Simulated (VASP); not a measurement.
Input of a VASP 6.6.1 run:

The input INCAR:

```
SYSTEM = LiNbO3
PREC     = Accurate       ! precision mode
ENCUT    = 520            ! plane-wave cutoff, eV
EDIFF    = 1E-6           ! SCF threshold, eV
ISMEAR   = 0              ! smearing method
SIGMA    = 0.05           ! smearing width, eV
LREAL    = .False.        ! projectors in reciprocal space
LASPH    = .True.         ! aspherical terms in the spheres
NELM     = 100            ! most SCF steps
ALGO     = Normal         ! electronic algorithm
ISIF     = 2              ! what is computed and relaxed
LWAVE    = .False.        ! write WAVECAR
LCHARG   = .False.        ! write CHGCAR
GGA      = PE             ! functional
NBANDS   = 45             ! bands
```

File KPOINTS:

```
regular mesh
0
Gamma
  6 6 6
  0 0 0
```

The input POSCAR:

```
LiNbO3
1.0
    2.6722716124      1.5428367348      4.3917893192
   -2.6722716124      1.5428367348      4.3917893192
    0.0000000000     -3.0856734694      4.3917893192
Li Nb O
2 2 6
Direct
    0.2500000000      0.2500000000      0.2500000000
    0.7500000000      0.7500000000      0.7500000000
    0.0000000000      0.0000000000      0.0000000000
    0.5000000000      0.5000000000      0.5000000000
    0.1207624291      0.3792375709      0.7500000000
    0.7500000000      0.1207624291      0.3792375709
    0.3792375709      0.7500000000      0.1207624291
    0.8792375709      0.6207624291      0.2500000000
    0.2500000000      0.8792375709      0.6207624291
    0.6207624291      0.2500000000      0.8792375709
```

Potentials or basis: VASP PAW PBE potentials, release 64 (Li_sv, Nb_sv, O).

The run is started by

```bash
$ cat potpaw_PBE.64/Li_sv/POTCAR potpaw_PBE.64/Nb_sv/POTCAR potpaw_PBE.64/O/POTCAR > POTCAR
$ mpirun -np 1 vasp_std > vasp.out
```

**Question.** Predict the band gap on the k mesh.

**Answer.** 2.26 eV.

**Question.** Predict the largest force.

**Answer.** 0.557 eV/Å.

Forces on the atoms (eV/Å):
```
Li   0.000  0.000  0.000
Li   0.000  0.000  0.000
Nb   0.000  0.000  0.000
Nb   0.000  0.000  0.000
O    0.557  0.000  0.000
O   -0.278  0.482  0.000
O   -0.278 -0.482  0.000
O   -0.557  0.000  0.000
O    0.278 -0.482  0.000
O    0.278  0.482  0.000
```

 A k mesh can miss the band edges.
